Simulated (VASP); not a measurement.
# TaN (P6_3mc) in VASP: notebook, part 2 of 2

VASP 6.6.1.

### 3 Single point, PBE (14.70 Å³/atom)

This run uses another cell than the first one, of 14.70 Å³/atom.

Contents of INCAR:

```
SYSTEM = TaN
ALGO = Normal
EDIFF = 1E-7
ENCUT = 520
GGA = PE
ISIF = 2
ISMEAR = 0
LASPH = .True.
LCHARG = .False.
LREAL = .False.
LWAVE = .False.
NBANDS = 24
NELM = 80
PREC = Accurate
SIGMA = 0.15
```

Contents of KPOINTS:

```
k-points
0
Gamma
  18 18 8
  0 0 0
```

Contents of POSCAR:

```
TaN
1.0
    3.1443520445      0.0000000000      0.0000000000
   -1.5721760223      2.7230887490      0.0000000000
    0.0000000000      0.0000000000      6.8682081708
Ta N
2 2
Direct
    0.3333333333      0.6666666667      0.0304880884
    0.6666666667      0.3333333333      0.5304880884
    0.3333333333      0.6666666667      0.3545119116
    0.6666666667      0.3333333333      0.8545119116
```

Potentials or basis: VASP PAW PBE potentials, release 64 (Ta_pv, N).

Run with:

```sh
> cat potpaw_PBE.64/Ta_pv/POTCAR potpaw_PBE.64/N/POTCAR > POTCAR
> mpirun -np 1 vasp_std > vasp.out
```

OUTCAR:

```text
SYSTEM = TaN
   EDIFF = 1E-7
   ENCUT = 520
   GGA = PE
   ISIF = 2
   ISMEAR = 0
   LASPH = .True.
   LREAL = .False.
   NELM = 80
   PREC = Accurate

 ion  position               nearest neighbor table
   1  0.333  0.667  0.030-   4 2.18   4 2.18   4 2.18   3 2.23
   2  0.667  0.333  0.530-   3 2.18   3 2.18   3 2.18   4 2.23
   3  0.333  0.667  0.355-   2 2.18   2 2.18   2 2.18   1 2.23
   4  0.667  0.333  0.855-   1 2.18   1 2.18   1 2.18   2 2.23

  LATTYP: Found a hexagonal cell.
 ALAT       =     3.1443520445
 C/A-ratio  =     2.1843000000

  Lattice vectors:

 A1 = (   3.1443520445,   0.0000000000,   0.0000000000)
 A2 = (  -1.5721760223,   2.7230887490,   0.0000000000)
 A3 = (   0.0000000000,   0.0000000000,   6.8682081708)

Analysis of symmetry for initial positions (statically):
=====================================================================
 Subroutine PRICEL returns:
 Original cell was already a primitive cell.

 Routine SETGRP: Setting up the symmetry group for a
 hexagonal supercell.

 Subroutine GETGRP returns: Found 12 space group operations
 (whereof  6 operations were pure point group operations)
 out of a pool of 24 trial point group operations.

The static configuration has the point symmetry C_3v.
 The point group associated with its full space group is C_6v.

Analysis of symmetry for dynamics (positions and initial velocities):
=====================================================================
 Subroutine PRICEL returns:
 Original cell was already a primitive cell.

 Routine SETGRP: Setting up the symmetry group for a
 hexagonal supercell.

 Subroutine GETGRP returns: Found 12 space group operations
 (whereof  6 operations were pure point group operations)
 out of a pool of 24 trial point group operations.

The dynamic configuration has the point symmetry C_3v.
 The point group associated with its full space group is C_6v.

 Subroutine INISYM returns: Found 12 space group operations
 (whereof  6 operations are pure point group operations),
 and found     1 'primitive' translations

----------------------------------------------------------------------------------------

                                     Primitive cell

  volume of cell :      58.8080

  direct lattice vectors                    reciprocal lattice vectors
     3.144352045  0.000000000  0.000000000     0.318030547  0.183615022  0.000000000
    -1.572176022  2.723088749  0.000000000     0.000000000  0.367230044  0.000000000
     0.000000000  0.000000000  6.868208171     0.000000000  0.000000000  0.145598382

  length of vectors
     3.144352045  3.144352045  6.868208171     0.367230044  0.367230044  0.145598382

  position of ions in fractional coordinates (direct lattice)
     0.333333333  0.666666667  0.030488088
     0.666666667  0.333333333  0.530488088
     0.333333333  0.666666667  0.354511912
     0.666666667  0.333333333  0.854511912

  ion indices of the primitive-cell ions
   primitive index   ion index
                 1           1
                 2           2
                 3           3
                 4           4

----------------------------------------------------------------------------------------

 KPOINTS: k-points

Automatic generation of k-mesh.
 Grid dimensions read from file:
 generate k-points for:   18   18    8

 Generating k-lattice:

  Cartesian coordinates                     Fractional coordinates (reciprocal lattice)
     0.017668364  0.010200835  0.000000000     0.055555556 -0.000000000  0.000000000
     0.000000000  0.020401669  0.000000000     0.000000000  0.055555556  0.000000000
     0.000000000  0.000000000  0.018199798     0.000000000  0.000000000  0.125000000

  Length of vectors
     0.020401669  0.020401669  0.018199798

  Shift w.r.t. Gamma in fractional coordinates (k-lattice)
     0.000000000  0.000000000  0.000000000

 Subroutine IBZKPT returns following result:
 ===========================================

 Found    185 irreducible k-points:

 Following reciprocal coordinates:
            Coordinates               Weight
  0.000000  0.000000  0.000000      1.000000
  0.055556 -0.000000  0.000000      6.000000
  0.111111 -0.000000  0.000000      6.000000
  0.166667  0.000000  0.000000      6.000000
  0.222222  0.000000  0.000000      6.000000
  0.277778  0.000000  0.000000      6.000000
[... 16 lines left out ...]
  0.333333  0.111111  0.000000     12.000000
  0.388889  0.111111  0.000000     12.000000
 [... further k-points ...]
   k-points           NKPTS =    185   k-points in BZ     NKDIM =    185   number of bands    NBANDS=     24
   number of dos      NEDOS =    301   number of ions     NIONS =      4
   total plane-waves  NPLWV =  31104
   dimension x,y,z NGX =    24 NGY =   24 NGZ =   54
   dimension x,y,z NGXF=    48 NGYF=   48 NGZF=  108
   ions per type =               2   2
   NGX,Y,Z   is equivalent  to a cutoff of  12.69, 12.69, 13.07 a.u.
   NGXF,Y,Z  is equivalent  to a cutoff of  25.38, 25.38, 26.14 a.u.
 SYSTEM =  TaN
   PREC   = accura    normal or accurate (medium, high low for compatibility)
   ISTART =      0    job   : 0-new  1-cont  2-samecut
   ICHARG =      2    charge: 1-file 2-atom 10-const
   ISPIN  =      1    spin polarized calculation?
   LNONCOLLINEAR =      F non collinear calculations
   LSORBIT =      F    spin-orbit coupling
   LASPH  =      T    aspherical Exc in radial PAW
   ENCUT  =  520.0 eV  38.22 Ry    6.18 a.u.   5.85  5.85 12.77*2*pi/ulx,y,z
   NELM   =     80;   NELMIN=  2; NELMDL= -5     # of ELM steps
   EDIFF  = 0.1E-06   stopping-criterion for ELM
   LREAL  =      F    real-space projection
   EDIFFG = 0.1E-05   stopping-criterion for IOM
   NSW    =      0    number of steps for IOM
   IBRION =     -1    ionic relax: 0-MD 1-quasi-New 2-CG
   NFREE  =      0    steps in history (QN), initial steepest desc. (CG)
   ISIF   =      2    stress and relaxation
   ISYM   =      2    0-nonsym 1-usesym 2-fastsym
   POTIM  = 0.5000    time-step for ionic-motion
   TEBEG  =    0.0;   TEEND  =   0.0 temperature during run
   PSTRESS=    0.0 pullay stress
   NELECT =      32.0000    total number of electrons
   NUPDOWN=      -1.0000    fix difference up-down
   EMIN   =  10.00;   EMAX   =-10.00  energy-range for DOS
   EFERMI =   0.00;   METHOD = LEGACY
   ISMEAR =     0;   SIGMA  =   0.15  broadening in eV -4-tet -1-fermi 0-gaus
   EFERMI_NEDOS =   21; number of points for ismear=-14 and -15
   IALGO  =     38    algorithm
   IMIX   =      4    mixing-type and parameters
     AMIX     =   0.40;   BMIX     =  1.00
     AMIX_MAG =   1.60;   BMIX_MAG =  1.00
  volume/ion in A,a.u.               =      14.70        99.21
  Fermi-wavevector in a.u.,A,eV,Ry     =   1.336532  2.525679 24.304328  1.786318
  Thomas-Fermi vector in A             =   2.465151
   LORBIT       =      0    0 simple, 1 ext, 2 COOP (PROOUT), +10 PAW based schemes
   GGA     = PE    functional components
   LHFCALC =     F    Hartree Fock is set to
   AEXX    =    0.0000 exact exchange contribution
   IVDW    =     0    specifies the selected vdW correction
   LEPSILON=     F    determine dielectric tensor
   LRPA    =     F    only Hartree local field effects (RPA)
 non-spin polarized calculation
 Gauss-broadening in eV      SIGMA  =   0.15
  energy-cutoff  :      520.00
  volume of cell :       58.81
 maximum number of plane-waves:      1600
 NGX is ok and might be reduce to    24
   NGX = 11   NGY = 11   NGZ = 25

 number of electron      31.9999996 magnetization

 Free energy of the ion-electron system (eV)
  ---------------------------------------------------
  ext. energy  EPLUGINS =         0.00000000
  ---------------------------------------------------
  free energy    TOTEN  =       -42.22686742 eV

  energy without entropy =      -42.21489271  energy(sigma->0) =      -42.22088007

 E-fermi :   4.9788     XC(G=0): -11.5451

 val. band max:        4.9476104800   @ k =   0.1111   0.0556   0.3750
 cond. band min:       5.0352594504   @ k =   0.3889   0.2222   0.0000
 fundamental gap:      0.0876489704
 Fermi energy:         4.9787632878

 k-point     1 :       0.0000    0.0000    0.0000
  band No.  band energies     occupation
      1     -30.3668      2.00000
      2     -30.2525      2.00000
      3     -29.9922      2.00000
      4     -29.9922      2.00000
      5     -29.9854      2.00000
      6     -29.9854      2.00000
[... 16 lines left out ...]
     23       9.9338      0.00000
     24      10.3854      0.00000
[... 598 lines left out ...]
      2     -30.4510      2.00000
      3     -30.2433      2.00000
      4     -30.2077      2.00000
      5     -30.1423      2.00000
      6     -30.1315      2.00000
[... 16 lines left out ...]
     23       9.9851      0.00000
     24      10.7146      0.00000

 [... further k-points ...]
[... 5 lines left out ...]
  --------------------------------------------------------------------------------------
  -------------------------------------------------------------------------------------
  Total       -4.5235337     -4.5235337    -17.9078303      0.0000000      0.0000000      0.0000000
  in kB     -123.2400898   -123.2400898   -487.8846370      0.0000000      0.0000000      0.0000000
  external PRESSURE =    -244.7882722 kB  Pullay stress =       0.0000000 kB

 VOLUME and BASIS-vectors are now :
 -----------------------------------------------------------------------------
  energy-cutoff  :      520.00
  volume of cell :       58.81
      direct lattice vectors                 reciprocal lattice vectors
     3.144352045  0.000000000  0.000000000     0.318030547  0.183615022  0.000000000
    -1.572176022  2.723088749  0.000000000     0.000000000  0.367230044  0.000000000
     0.000000000  0.000000000  6.868208171     0.000000000  0.000000000  0.145598382

 POSITION                                       TOTAL-FORCE (eV/Angst)
 -----------------------------------------------------------------------------------
     -0.00000      1.81539      0.20940        -0.000000      0.000000      0.664197
      1.57218      0.90770      3.64350         0.000000     -0.000000      0.664197
     -0.00000      1.81539      2.43486         0.000000      0.000000     -0.664197
      1.57218      0.90770      5.86897         0.000000      0.000000     -0.664197
 -----------------------------------------------------------------------------------
    total drift:                               -0.000000      0.000000      0.000436

  FREE ENERGIE OF THE ION-ELECTRON SYSTEM (eV)
  ---------------------------------------------------
  free  energy   TOTEN  =       -42.2268674200 eV

  energy  without entropy=      -42.2148927127  energy(sigma->0) =      -42.22088007
```

OSZICAR:

```text
N       E                     dE             d eps       ncg     rms          rms(c)
DAV:   1     0.262248512769E+03    0.26225E+03   -0.17431E+04  8880   0.134E+03
DAV:   2    -0.353588567243E+02   -0.29761E+03   -0.28351E+03 10712   0.385E+02
DAV:   3    -0.491308320403E+02   -0.13772E+02   -0.13544E+02 11248   0.800E+01
DAV:   4    -0.493330612599E+02   -0.20223E+00   -0.20191E+00 10320   0.103E+01
DAV:   5    -0.493369706909E+02   -0.39094E-02   -0.39067E-02 11728   0.118E+00    0.257E+01
DAV:   6    -0.430616358498E+02    0.62753E+01   -0.36108E+01 11264   0.357E+01    0.107E+01
DAV:   7    -0.423224331714E+02    0.73920E+00   -0.33715E+00 10888   0.111E+01    0.715E+00
DAV:   8    -0.422337390029E+02    0.88694E-01   -0.56094E-01 11384   0.570E+00    0.121E+00
DAV:   9    -0.422271442099E+02    0.65948E-02   -0.24349E-02 10680   0.122E+00    0.293E-01
DAV:  10    -0.422269029677E+02    0.24124E-03   -0.38910E-03 11616   0.429E-01    0.788E-02
DAV:  11    -0.422268613407E+02    0.41627E-04   -0.17958E-04 10784   0.948E-02    0.350E-02
DAV:  12    -0.422268675538E+02   -0.62131E-05   -0.15070E-05 10632   0.290E-02    0.283E-03
DAV:  13    -0.422268676081E+02   -0.54334E-07   -0.15699E-06 11536   0.791E-03    0.228E-03
DAV:  14    -0.422268674715E+02    0.13661E-06   -0.19596E-07  8656   0.310E-03    0.107E-03
DAV:  15    -0.422268674200E+02    0.51552E-07   -0.30936E-08  6200   0.139E-03
   1 F= -.42226867E+02 E0= -.42220880E+02  d E =-.119747E-01
```

Wall time 8.7 min (1 thread of Intel Xeon 8259CL, shared host); peak memory 0.32 GiB.

Results:

```
Free energy            : -42.2269 eV
Pressure               : -24.5 GPa
Largest force          : 0.664 eV/Å
Band gap on the k mesh : 0.09 eV (least direct gap 0.35 eV)
```

Forces on the atoms (eV/Å):
```
Ta   0.000  0.000  0.664
Ta   0.000  0.000  0.664
N    0.000  0.000 -0.664
N    0.000  0.000 -0.664
```

Caveat: the cell stands under tension; spin-orbit coupling is left out, which moves the levels of the heavy elements.

### 4 Single point, PBE (14.70 Å³/atom)

This run uses another cell than the first one, of 14.70 Å³/atom.

Contents of INCAR:

```
PREC     = Accurate       # precision mode
ENCUT    = 520            # plane-wave cutoff, eV
EDIFF    = 1E-6           # SCF threshold, eV
ISMEAR   = 0              # smearing method
SIGMA    = 0.15           # smearing width, eV
LREAL    = False          # projectors in reciprocal space
LASPH    = True           # aspherical terms in the spheres
NELM     = 80             # most SCF steps
ALGO     = Normal         # electronic algorithm
ISIF     = 2              # what is computed and relaxed
LWAVE    = False          # write WAVECAR
LCHARG   = True           # write CHGCAR
GGA      = PE             # functional
LELF     = True           # ELF
LVHAR    = True         
NBANDS   = 24             # bands
```

Contents of KPOINTS:

```
regular mesh
0
Gamma
  18 18 8
```

Contents of POSCAR:

```
TaN
1.0
    3.1867864736      0.0000000000      0.0000000000
   -1.5933932368      2.7598380425      0.0000000000
    0.0000000000      0.0000000000      6.6865153788
Ta N
2 2
Direct
    0.3333333333      0.6666666667      0.0304880884
    0.6666666667      0.3333333333      0.5304880884
    0.3333333333      0.6666666667      0.3545119116
    0.6666666667      0.3333333333      0.8545119116
```

Run with:

```sh
> cat potpaw_PBE.64/Ta_pv/POTCAR potpaw_PBE.64/N/POTCAR > POTCAR
> mpirun -np 1 vasp_std > vasp.out
```

Wall time 7.2 min (1 thread of Intel Xeon 8259CL, shared host); peak memory 0.31 GiB.

The run converged. Its results:

```
Free energy            : -42.5450 eV
Pressure               : -24.5 GPa
Largest force          : 0.623 eV/Å
Band gap on the k mesh : 0.05 eV (least direct gap 0.25 eV)
```

Forces on the atoms (eV/Å):
```
Ta   0.000  0.000  0.623
Ta   0.000  0.000  0.623
N    0.000  0.000 -0.623
N    0.000  0.000 -0.623
```

Stress tensor (GPa, compression positive):
```
-15.14   0.00   0.00
  0.00 -15.14   0.00
  0.00   0.00 -43.18
```

Levels at points of the mesh, in eV from the valence-band top:
```tsv
k point	band 13	band 14	band 15	band 16	band 17	band 18	band 19	band 20
(0.00, 0.00, 0.00)	-3.52	-3.52	-1.05	-0.30	0.58	0.58	1.94	1.94
(0.50, 0.00, 0.00)	-4.17	-2.99	-1.76	-0.49	0.79	1.85	2.65	3.43
(0.00, 0.00, 0.50)	-3.83	-3.83	-0.10	-0.10	1.11	1.11	1.11	1.11
(0.50, 0.00, 0.50)	-3.73	-3.73	-0.89	-0.89	1.17	1.17	3.28	3.28
```

Caveat: the cell stands under tension; spin-orbit coupling is left out, which moves the levels of the heavy elements. A k mesh can miss the band edges.

### 5 Summary

```tsv
cell	gap on the mesh (eV)	pressure (GPa)	largest force (eV/Å)
a = 3.107, b = 3.107, c = 5.778 Å, angles 90.0, 90.0, 120.0°, 4 atoms	none	30.2	1.42
a = 3.144, b = 3.144, c = 6.868 Å, angles 90.0, 90.0, 120.0°, 4 atoms	0.09	-24.5	0.66
a = 3.187, b = 3.187, c = 6.687 Å, angles 90.0, 90.0, 120.0°, 4 atoms	0.05	-24.5	0.62
```

Alike in all rows: task single point; level PBE; potentials or basis VASP PAW PBE potentials, release 64 (Ta_pv, N); no spin polarisation; k mesh 18 × 18 × 8; cutoff (eV) 520; smearing gaussian 0.15 eV.

Caveats: spin-orbit coupling is left out, which moves the levels of the heavy elements; the cell stands under tension (at least some runs); the cell stands under pressure (at least some runs); forces of over 1 eV/Å act on the atoms, so gaps and moduli don't describe the material at rest (at least some runs).

Total energies depend on the potentials used, so only differences within one code and one set of settings carry meaning.
